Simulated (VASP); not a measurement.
Set up this calculation in VASP 6.6.1, as the native input.

```yaml
Task: single point
Functional: PBE
Potentials_or_basis: VASP PAW PBE potentials, release 64 (Pb_d)
Cutoff: 520 eV
k_mesh: 12 × 12 × 12
Occupations: fermi-dirac, width 0.05 eV
Spin: no spin polarisation
Dipole_correction: no
Further_INCAR_settings: ALGO = Normal; EDIFF = 1e-07; NBANDS = 13
```

The structure of Pb lies in POSCAR:

```
Pb
1.0
    2.3978480711      0.0000000000      0.0000000000
    0.0000000000      2.3978480711      0.0000000000
    0.0000000000      0.0000000000      2.3978480711
Pb
1
Direct
    0.0000000000      0.0000000000      0.0000000000
```

This cell differs from its parent crystal: volume scaled by 0.4.

These files were run (other wordings do the same):

INCAR

```
PREC = Accurate
ENCUT = 520
EDIFF = 1E-7
ISMEAR = -1
SIGMA = 0.05
LREAL = F
LASPH = T
NELM = 80
ALGO = Normal
ISIF = 2
LWAVE = F
LCHARG = T
GGA = PE
LELF = T
LVHAR = T
NBANDS = 13
```

KPOINTS

```
regular mesh
0
Gamma
  12 12 12
```

Potentials or basis: VASP PAW PBE potentials, release 64 (Pb_d).

Run with:

```sh
$ cat potpaw_PBE.64/Pb_d/POTCAR > POTCAR
$ mpirun -np 1 vasp_std > vasp.out
```

Results of the run:

The pressure is 319.0 GPa and the band gap on the k mesh is zero (band 7 reaches 28.37 eV, above the bottom of band 8 at 18.18 eV).

Caveat: spin-orbit coupling is left out, which moves the levels of the heavy elements.

Run time: 7.5 s on 1 thread of Intel(R) Xeon(R) Platinum 8488C (Sapphire Rapids) (shared host), peak memory 0.12 GiB.
